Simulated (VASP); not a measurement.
# Yb (Fm-3m) in VASP: further runs

The runs below take Yb through single point, relaxation of cell and atoms, with PBE.

Everything below comes from runs of VASP 6.6.1. Logs are shortened: lines on timing, memory, paths and dates and some standing lists are left out, and cuts for length are marked.

### 1 The cell of the first run

The structure is cubic, space group Fm-3m (No. 225). Conventional cell: a = 5.223 Å, b = 5.223 Å, c = 5.223 Å, α = 90.00°, β = 90.00°, γ = 90.00°. Yb (site symmetry m-3m) has 12 Yb at 3.69 Å within 4.9 Å.

### 2 Single point, PBE

INCAR

```
PREC = Accurate
ENCUT = 520
EDIFF = 1E-7
ISMEAR = -1
SIGMA = 0.05
LREAL = False
LASPH = True
NELM = 60
ALGO = Normal
ISIF = 2
LWAVE = False
LCHARG = True
GGA = PE
LELF = True
LVHAR = True
NBANDS = 18
```

KPOINTS

```
regular mesh
0
Gamma
  13 13 13
```

POSCAR

```
Yb
1.0
    0.0000000000      2.6115853807      2.6115853807
    2.6115853807      0.0000000000      2.6115853807
    2.6115853807      2.6115853807      0.0000000000
Yb
1
Direct
    0.0000000000      0.0000000000      0.0000000000
```

Potentials or basis: VASP PAW PBE potentials, release 64 (Yb).

Started as:

```bash
$ cat potpaw_PBE.64/Yb/POTCAR > POTCAR
$ mpirun -np 1 vasp_std > vasp.out
```

OUTCAR:

```text
PREC = Accurate
   ENCUT = 520
   EDIFF = 1E-7
   ISMEAR = -1
   LREAL = False
   LASPH = True
   NELM = 60
   ISIF = 2
   GGA = PE

 ion  position               nearest neighbor table
   1  0.000  0.000  0.000-

  LATTYP: Found a face centered cubic cell.
 ALAT       =     5.2231707614

  Lattice vectors:

 A1 = (   0.0000000000,   2.6115853807,   2.6115853807)
 A2 = (   2.6115853807,   0.0000000000,   2.6115853807)
 A3 = (   2.6115853807,   2.6115853807,   0.0000000000)

Analysis of symmetry for initial positions (statically):
=====================================================================
 Subroutine PRICEL returns:
 Original cell was already a primitive cell.

 Routine SETGRP: Setting up the symmetry group for a
 face centered cubic supercell.

 Subroutine GETGRP returns: Found 48 space group operations
 (whereof 48 operations were pure point group operations)
 out of a pool of 48 trial point group operations.

The static configuration has the point symmetry O_h .

Analysis of symmetry for dynamics (positions and initial velocities):
=====================================================================
 Subroutine PRICEL returns:
 Original cell was already a primitive cell.

 Routine SETGRP: Setting up the symmetry group for a
 face centered cubic supercell.

 Subroutine GETGRP returns: Found 48 space group operations
 (whereof 48 operations were pure point group operations)
 out of a pool of 48 trial point group operations.

The dynamic configuration has the point symmetry O_h .

 Subroutine INISYM returns: Found 48 space group operations
 (whereof 48 operations are pure point group operations),
 and found     1 'primitive' translations

----------------------------------------------------------------------------------------

                                     Primitive cell

  volume of cell :      35.6240

  direct lattice vectors                    reciprocal lattice vectors
     0.000000000  2.611585381  2.611585381    -0.191454587  0.191454587  0.191454587
     2.611585381  0.000000000  2.611585381     0.191454587 -0.191454587  0.191454587
     2.611585381  2.611585381  0.000000000     0.191454587  0.191454587 -0.191454587

  length of vectors
     3.693339465  3.693339465  3.693339465     0.331609072  0.331609072  0.331609072

  position of ions in fractional coordinates (direct lattice)
     0.000000000  0.000000000  0.000000000

  ion indices of the primitive-cell ions
   primitive index   ion index
                 1           1

----------------------------------------------------------------------------------------

 KPOINTS: regular mesh

Automatic generation of k-mesh.
 Grid dimensions read from file:
 generate k-points for:   13   13   13

 Generating k-lattice:

  Cartesian coordinates                     Fractional coordinates (reciprocal lattice)
    -0.014727276  0.014727276  0.014727276     0.076923077  0.000000000  0.000000000
     0.014727276 -0.014727276  0.014727276     0.000000000  0.076923077  0.000000000
     0.014727276  0.014727276 -0.014727276     0.000000000  0.000000000  0.076923077

  Length of vectors
     0.025508390  0.025508390  0.025508390

  Shift w.r.t. Gamma in fractional coordinates (k-lattice)
     0.000000000  0.000000000  0.000000000

 Subroutine IBZKPT returns following result:
 ===========================================

 Found     84 irreducible k-points:

 Following reciprocal coordinates:
            Coordinates               Weight
  0.000000  0.000000  0.000000      1.000000
  0.076923  0.000000  0.000000      8.000000
  0.153846  0.000000  0.000000      8.000000
  0.230769  0.000000  0.000000      8.000000
  0.307692  0.000000  0.000000      8.000000
  0.384615  0.000000  0.000000      8.000000
[... 16 lines left out ...]
  0.384615  0.153846  0.000000     24.000000
  0.461538  0.153846  0.000000     24.000000
 [... further k-points ...]
   k-points           NKPTS =     84   k-points in BZ     NKDIM =     84   number of bands    NBANDS=     18
   number of dos      NEDOS =    301   number of ions     NIONS =      1
   total plane-waves  NPLWV =  21952
   dimension x,y,z NGX =    28 NGY =   28 NGZ =   28
   dimension x,y,z NGXF=    56 NGYF=   56 NGZF=   56
   ions per type =               1
   NGX,Y,Z   is equivalent  to a cutoff of  12.60, 12.60, 12.60 a.u.
   NGXF,Y,Z  is equivalent  to a cutoff of  25.21, 25.21, 25.21 a.u.
 SYSTEM =  unknown system
   PREC   = accura    normal or accurate (medium, high low for compatibility)
   ISTART =      0    job   : 0-new  1-cont  2-samecut
   ICHARG =      2    charge: 1-file 2-atom 10-const
   ISPIN  =      1    spin polarized calculation?
   LNONCOLLINEAR =      F non collinear calculations
   LSORBIT =      F    spin-orbit coupling
   LASPH  =      T    aspherical Exc in radial PAW
   ENCUT  =  520.0 eV  38.22 Ry    6.18 a.u.   6.87  6.87  6.87*2*pi/ulx,y,z
   NELM   =     60;   NELMIN=  2; NELMDL= -5     # of ELM steps
   EDIFF  = 0.1E-06   stopping-criterion for ELM
   LREAL  =      F    real-space projection
   EDIFFG = 0.1E-05   stopping-criterion for IOM
   NSW    =      0    number of steps for IOM
   IBRION =     -1    ionic relax: 0-MD 1-quasi-New 2-CG
   NFREE  =      0    steps in history (QN), initial steepest desc. (CG)
   ISIF   =      2    stress and relaxation
   ISYM   =      2    0-nonsym 1-usesym 2-fastsym
   POTIM  = 0.5000    time-step for ionic-motion
   TEBEG  =    0.0;   TEEND  =   0.0 temperature during run
   PSTRESS=    0.0 pullay stress
   NELECT =      24.0000    total number of electrons
   NUPDOWN=      -1.0000    fix difference up-down
   EMIN   =  10.00;   EMAX   =-10.00  energy-range for DOS
   EFERMI =   0.00;   METHOD = LEGACY
   ISMEAR =    -1;   SIGMA  =   0.05  broadening in eV -4-tet -1-fermi 0-gaus
   EFERMI_NEDOS =   21; number of points for ismear=-14 and -15
   IALGO  =     38    algorithm
   IMIX   =      4    mixing-type and parameters
     AMIX     =   0.40;   BMIX     =  1.00
     AMIX_MAG =   1.60;   BMIX_MAG =  1.00
  volume/ion in A,a.u.               =      35.62       240.40
  Fermi-wavevector in a.u.,A,eV,Ry     =   1.435151  2.712043 28.023365  2.059659
  Thomas-Fermi vector in A             =   2.554481
   LORBIT       =      0    0 simple, 1 ext, 2 COOP (PROOUT), +10 PAW based schemes
   GGA     = PE    functional components
   LHFCALC =     F    Hartree Fock is set to
   AEXX    =    0.0000 exact exchange contribution
   IVDW    =     0    specifies the selected vdW correction
   LEPSILON=     F    determine dielectric tensor
   LRPA    =     F    only Hartree local field effects (RPA)
 non-spin polarized calculation
  energy-cutoff  :      520.00
  volume of cell :       35.62
 maximum number of plane-waves:       974
   NGX = 13   NGY = 13   NGZ = 13

 number of electron      24.0000013 magnetization

 Free energy of the ion-electron system (eV)
  ---------------------------------------------------
  ext. energy  EPLUGINS =         0.00000000
  ---------------------------------------------------
  free energy    TOTEN  =        -3.57198181 eV

  energy without entropy =       -3.55959061  energy(sigma->0) =       -3.56578621

 E-fermi :   1.6376     XC(G=0):  -9.4800

 val. band max:        1.6097545942   @ k =  -0.3077   0.3846   0.1538
 cond. band min:       1.6461660640   @ k =  -0.3846   0.3077   0.0769
 fundamental gap:      0.0364114698
 Fermi energy:         1.6375943983

 k-point     1 :       0.0000    0.0000    0.0000
  band No.  band energies     occupation
      1     -50.1042      2.00000
      2     -22.2868      2.00000
      3     -22.2868      2.00000
      4     -22.2868      2.00000
      5      -3.5742      2.00000
      6       1.1396      1.99991
[... 10 lines left out ...]
     17       6.6259      0.00000
     18      11.1607      0.00000

 k-point     2 :       0.0769    0.0000    0.0000
  band No.  band energies     occupation
      1     -50.1033      2.00000
      2     -22.3077      2.00000
      3     -22.2896      2.00000
      4     -22.2896      2.00000
      5      -3.4354      2.00000
      6       1.1409      1.99990
[... 10 lines left out ...]
     17       6.5381      0.00000
     18      11.4977      0.00000

 k-point     3 :       0.1538    0.0000    0.0000
  band No.  band energies     occupation
      1     -50.1005      2.00000
      2     -22.3648      2.00000
      3     -22.2972      2.00000
      4     -22.2972      2.00000
      5      -3.0325      2.00000
      6       1.1454      1.99989
[... 10 lines left out ...]
     17       6.3951      0.00000
     18      11.8299      0.00000

 k-point     4 :       0.2308    0.0000    0.0000
  band No.  band energies     occupation
      1     -50.0967      2.00000
      2     -22.4440      2.00000
      3     -22.3079      2.00000
      4     -22.3079      2.00000
      5      -2.4084      2.00000
      6       1.1540      1.99987
[... 10 lines left out ...]
     17       6.4904      0.00000
     18      10.9433      0.00000

 k-point     5 :       0.3077    0.0000    0.0000
  band No.  band energies     occupation
      1     -50.0926      2.00000
      2     -22.5265      2.00000
      3     -22.3192      2.00000
      4     -22.3192      2.00000
      5      -1.6418      2.00000
      6       1.1665      1.99984
[... 10 lines left out ...]
     17       6.9608      0.00000
     18      10.1647      0.00000

 k-point     6 :       0.3846    0.0000    0.0000
  band No.  band energies     occupation
      1     -50.0892      2.00000
      2     -22.5937      2.00000
      3     -22.3285      2.00000
      4     -22.3285      2.00000
      5      -0.8685      2.00000
      6       1.1747      1.99981
[... 307 lines left out ...]
 k-point    21 :       0.2308    0.1538    0.0000
  band No.  band energies     occupation
      1     -50.0964      2.00000
      2     -22.4138      2.00000
      3     -22.3278      2.00000
      4     -22.3252      2.00000
      5      -2.3892      2.00000
      6       1.1543      1.99987
[... 10 lines left out ...]
     17       7.0760      0.00000
     18      12.4712      0.00000

 k-point    22 :       0.3077    0.1538    0.0000
  band No.  band energies     occupation
      1     -50.0928      2.00000
      2     -22.4814      2.00000
      3     -22.3404      2.00000
      4     -22.3385      2.00000
      5      -1.7297      2.00000
      6       1.1660      1.99984
[... 10 lines left out ...]
     17       7.4021      0.00000
     18      11.4179      0.00000

 k-point    23 :       0.3846    0.1538    0.0000
  band No.  band energies     occupation
      1     -50.0892      2.00000
      2     -22.5457      2.00000
      3     -22.3554      2.00000
      4     -22.3492      2.00000
      5      -0.9547      2.00000
      6       1.1796      1.99979
[... 10 lines left out ...]
     17       7.9017      0.00000
     18      10.2115      0.00000

 k-point    24 :       0.4615    0.1538    0.0000
  band No.  band energies     occupation
      1     -50.0866      2.00000
      2     -22.5920      2.00000
      3     -22.3725      2.00000
      4     -22.3525      2.00000
      5      -0.2049      2.00000
      6       1.1783      1.99980
[... 10 lines left out ...]
     17       8.2611      0.00000
     18       9.1603      0.00000

 [... further k-points ...]

------------------------ aborting loop because EDIFF is reached ----------------------------------------

  FORCE on cell =-STRESS in cart. coord.  units (eV):
  Direction    XX          YY          ZZ          XY          YZ          ZX
  --------------------------------------------------------------------------------------
  -------------------------------------------------------------------------------------
  Total       -0.0360626     -0.0360626     -0.0360626      0.0000000      0.0000000     -0.0000000
  in kB       -1.6219013     -1.6219013     -1.6219013      0.0000000      0.0000000     -0.0000000
  external PRESSURE =      -1.6219013 kB  Pullay stress =       0.0000000 kB

 VOLUME and BASIS-vectors are now :
 -----------------------------------------------------------------------------
  energy-cutoff  :      520.00
  volume of cell :       35.62
      direct lattice vectors                 reciprocal lattice vectors
     0.000000000  2.611585381  2.611585381    -0.191454587  0.191454587  0.191454587
     2.611585381  0.000000000  2.611585381     0.191454587 -0.191454587  0.191454587
     2.611585381  2.611585381  0.000000000     0.191454587  0.191454587 -0.191454587

 POSITION                                       TOTAL-FORCE (eV/Angst)
 -----------------------------------------------------------------------------------
      0.00000      0.00000      0.00000         0.000000      0.000000     -0.000000
 -----------------------------------------------------------------------------------
    total drift:                               -0.000000     -0.000000     -0.000000

  FREE ENERGIE OF THE ION-ELECTRON SYSTEM (eV)
  ---------------------------------------------------
  free  energy   TOTEN  =        -3.5719818083 eV

  energy  without entropy=       -3.5595906109  energy(sigma->0) =       -3.56578621
```

Wall time 2.2 min (1 thread of Intel Xeon Platinum 8259CL at 2.50GHz (Skylake/Cascade Lake), shared host); peak memory 0.21 GiB.

Results:

```yaml
Free_energy: -3.5720 eV
Pressure: -0.2 GPa
```

Caveat: spin-orbit coupling is left out, which moves the levels of the heavy elements.

### 3 Relaxation of cell and atoms, PBE, target pressure 23 GPa, at which the enthalpy is minimised

This run uses another cell than the first one, of 21.30 Å³/atom.

INCAR

```
PREC = Accurate ; ENCUT = 600
EDIFF = 1E-6 ; ISMEAR = -1
SIGMA = 0.05 ; LREAL = F
LASPH = T ; NELM = 60
ALGO = Normal ; ISIF = 3
LWAVE = F ; LCHARG = F
GGA = PE ; IBRION = 2
NSW = 60 ; EDIFFG = -0.005
PSTRESS = 230.0
```

KPOINTS

```
regular mesh
0
Gamma
  15 15 15
```

POSCAR

```
Yb
1.0
    0.0000000000      2.2002462534      2.2002462534
    2.2002462534      0.0000000000      2.2002462534
    2.2002462534      2.2002462534      0.0000000000
Yb
1
Direct
    0.0000000000      0.0000000000      0.0000000000
```

Potentials or basis: VASP PAW PBE potentials, release 64 (Yb).

Started as:

```bash
$ cat potpaw_PBE.64/Yb/POTCAR > POTCAR
$ mpirun -np 1 vasp_std > vasp.out
```

OUTCAR:

```text
PREC = Accurate
   ENCUT = 600
   EDIFF = 1E-6
   ISMEAR = -1
   LREAL = F
   LASPH = T
   NELM = 60
   ISIF = 3
   GGA = PE
   IBRION = 2
   NSW = 60
   EDIFFG = -0.005
   PSTRESS = 230.0

 ion  position               nearest neighbor table
   1  0.000  0.000  0.000-

  LATTYP: Found a face centered cubic cell.
 ALAT       =     4.4004925068

  Lattice vectors:

 A1 = (   0.0000000000,   2.2002462534,   2.2002462534)
 A2 = (   2.2002462534,   0.0000000000,   2.2002462534)
 A3 = (   2.2002462534,   2.2002462534,   0.0000000000)

Analysis of symmetry for initial positions (statically):
=====================================================================
 Subroutine PRICEL returns:
 Original cell was already a primitive cell.
[... 361 lines left out ...]
  ---------------------------------------------------
  free energy    TOTEN  =        -2.89351362 eV

  energy without entropy =       -2.88194553  energy(sigma->0) =       -2.88772957

 E-fermi :   3.3789     XC(G=0): -12.0149

 val. band max:        3.3690778649   @ k =  -0.3333   0.4000   0.2000
 cond. band min:       3.3803375966   @ k =  -0.4000   0.4667   0.1333
 fundamental gap:      0.0112597317
 Fermi energy:         3.3788778675

 k-point     1 :       0.0000    0.0000    0.0000
  band No.  band energies     occupation
      1     -48.0678      2.00000
      2     -19.5867      2.00000
      3     -19.5867      2.00000
      4     -19.5867      2.00000
      5      -2.5583      2.00000
      6       2.5241      2.00000
[... 433 lines left out ...]
      3     -19.7337      2.00000
      4     -19.7208      2.00000
      5      -1.0031      2.00000
      6       2.5180      2.00000
[... 8 lines left out ...]
     15       7.7493      0.00000
     16       8.5127      0.00000

 [... further k-points ...]

------------------------ aborting loop because EDIFF is reached ----------------------------------------

  FORCE on cell =-STRESS in cart. coord.  units (eV):
  Direction    XX          YY          ZZ          XY          YZ          ZX
  --------------------------------------------------------------------------------------
  -------------------------------------------------------------------------------------
  Total        3.0832631      3.0832631      3.0832631      0.0000000     -0.0000000     -0.0000000
  in kB      230.0834821    230.0834821    230.0834821      0.0000000     -0.0000000     -0.0000000
  external PRESSURE =       0.0834821 kB  Pullay stress =     230.0000000 kB
[... 20 lines left out ...]
  energy  without entropy=       -2.8819455267  energy(sigma->0) =       -2.88772957

  enthalpy is  TOTEN    =         0.1886307299 eV   P V=        3.0821443451

 reached required accuracy - stopping structural energy minimisation
```

OSZICAR:

```text
N       E                     dE             d eps       ncg     rms          rms(c)
DAV:   1     0.985525914413E+02    0.98553E+02   -0.99384E+03  4760   0.117E+04
DAV:   2     0.847860779402E+01   -0.90074E+02   -0.87879E+02  4960   0.567E+02
[... 238 lines left out ...]
DAV:   2    -0.290892525219E+01   -0.13959E-01   -0.77809E-02  3872   0.134E+01    0.185E+00
DAV:   3    -0.289361782190E+01    0.15307E-01   -0.57296E-02  3840   0.116E+01    0.173E-01
DAV:   4    -0.289351299618E+01    0.10483E-03   -0.55271E-04  6352   0.778E-01    0.591E-02
DAV:   5    -0.289350234854E+01    0.10648E-04   -0.15097E-04  7144   0.304E-01    0.196E-02
DAV:   6    -0.289350914301E+01   -0.67945E-05   -0.15430E-05  6528   0.649E-02    0.271E-02
DAV:   7    -0.289351336956E+01   -0.42265E-05   -0.73156E-06  5232   0.811E-02    0.987E-03
DAV:   8    -0.289351361527E+01   -0.24571E-06   -0.15681E-06  4208   0.137E-02
  20 F= 0.18863073E+00 E0= 0.19441477E+00  d E =-.203380E-04
```

CONTCAR:

```text
Yb
   1.00000000000000
     0.0000000000000000    2.2059817146197789    2.2059817146197789
     2.2059817146197789    0.0000000000000000    2.2059817146197789
     2.2059817146197789    2.2059817146197789   -0.0000000000000000
  Yb
     1
Direct
     0.0000000000000000    0.0000000000000000    0.0000000000000000

  0.00000000E+00  0.00000000E+00  0.00000000E+00
```

Run time: 18 min. Hardware: 1 thread of Intel Xeon Platinum 8259CL at 2.50GHz (Skylake/Cascade Lake), shared host; peak memory 0.23 GiB.

Results:

```
Free energy                                                : -2.8935 eV
Relaxed volume                                             : 21.47 Å³/atom
Relaxed cell                                               : a = 3.120 Å, b = 3.120 Å, c = 3.120 Å, α = 60.00°, β = 60.00°, γ = 60.00°
Space group after relaxing (to 0.1 Å)                      : Fm-3m (No. 225)
Energy change on relaxing (the run minimises the enthalpy) : -24.2 meV/atom
Ionic steps                                                : 20
Pressure after relaxing                                    : 23.0 GPa
Band gap on the k mesh                                     : zero (bands 12 and 13 overlap by 0.66 eV)
```

The path:
```tsv
step	energy change (eV)	largest force (eV/Å)	pressure (GPa)	volume (Å³)
1	0.0000	0.0000	23.66	21.30
2	-0.0390	0.0000	22.05	21.58
3	-0.0199	0.0000	24.53	21.44
4	-0.0317	0.0000	22.53	21.52
5	-0.0263	0.0000	23.26	21.49
6	-0.0282	0.0000	23.26	21.50
7	-0.0300	0.0000	23.07	21.51
8	-0.0306	0.0000	22.16	21.52
9	-0.0012	0.0000	23.72	21.31
10	-0.0182	0.0000	21.91	21.43
11	-0.0080	0.0000	24.55	21.36
12	-0.0140	0.0000	23.38	21.40
13	-0.0150	0.0000	22.56	21.41
14	-0.0145	0.0000	23.44	21.40
15	-0.0283	0.0000	22.69	21.50
16	-0.0189	0.0000	24.07	21.43
17	-0.0262	0.0000	23.30	21.48
18	-0.0272	0.0000	21.99	21.49
19	-0.0264	0.0000	22.93	21.49
20	-0.0242	0.0000	23.01	21.47
```

Final structure:
```
Yb
1.0
     0.00000    2.20598    2.20598
     2.20598    0.00000    2.20598
     2.20598    2.20598    0.00000
Yb
1
Direct
  0.00000 0.00000 0.00000
```

Levels at points of the mesh, in eV from the Fermi level:
| k point | band 8 | band 9 | band 10 | band 11 | band 12 | band 13 | band 14 | band 15 | band 16 |
| --- | --- | --- | --- | --- | --- | --- | --- | --- | --- |
| (0.00, 0.00, 0.00) | -0.62 | -0.62 | -0.36 | -0.36 | -0.36 | 3.43 | 3.43 | 3.43 | 7.02 |

Caveat: the cell is relaxed towards a set pressure, so the run minimises the enthalpy, not the energy; spin-orbit coupling is left out, which moves the levels of the heavy elements.

(Part 1 of 2 ends here.)
